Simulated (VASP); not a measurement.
Input of a VASP 6.6.1 run:

File POSCAR:

```
Ir
1.0
    2.7501450646      0.0000000000      0.0000000000
   -1.3750725323      2.3816954901      0.0000000000
    0.0000000000      0.0000000000      4.4518479355
Ir
2
Direct
    0.3333333333      0.6666666667      0.7500000000
    0.6666666667      0.3333333333      0.2500000000
```

INCAR.step1

```
PREC = Accurate ; ENCUT = 550
ISMEAR = 0 ; SIGMA = 0.05
LREAL = F ; LASPH = T
NELM = 120 ; NBANDS = 24
GGA = PE ; ALGO = Normal
EDIFF = 1E-5 ; LWAVE = T
LCHARG = F ; GGA_COMPAT = F
```

INCAR.step2

```
PREC = Accurate ; ENCUT = 550
EDIFF = 1E-6 ; ISMEAR = 0
SIGMA = 0.05 ; LREAL = F
LASPH = T ; NELM = 120
ALGO = Normal ; ISIF = 2
LWAVE = F ; LCHARG = F
METAGGA = R2SCAN ; LMIXTAU = T
NBANDS = 24 ; ISTART = 1
GGA_COMPAT = F
```

Contents of KPOINTS:

```
regular mesh
0
Gamma
  18 18 10
```

Potentials or basis: VASP PAW PBE potentials, release 64 (Ir_sv_GW).

Run with:

```sh
$ cat potpaw_PBE.64/Ir_sv_GW/POTCAR > POTCAR
$ cp INCAR.step1 INCAR
$ mpirun -np 1 vasp_std > vasp.out
$ cp INCAR.step2 INCAR
$ mpirun -np 1 vasp_std > vasp.out
```

(1) What does it give for the band gap on the k mesh?

(2) Predict the pressure.

Results:

(1) zero (bands 17 and 18 overlap by 3.30 eV).

(2) -9.9 GPa.

Caveat: the cell stands under tension; the PAW data sets were made with another functional, which shifts forces and pressure a little; spin-orbit coupling is left out, which moves the levels of the heavy elements.
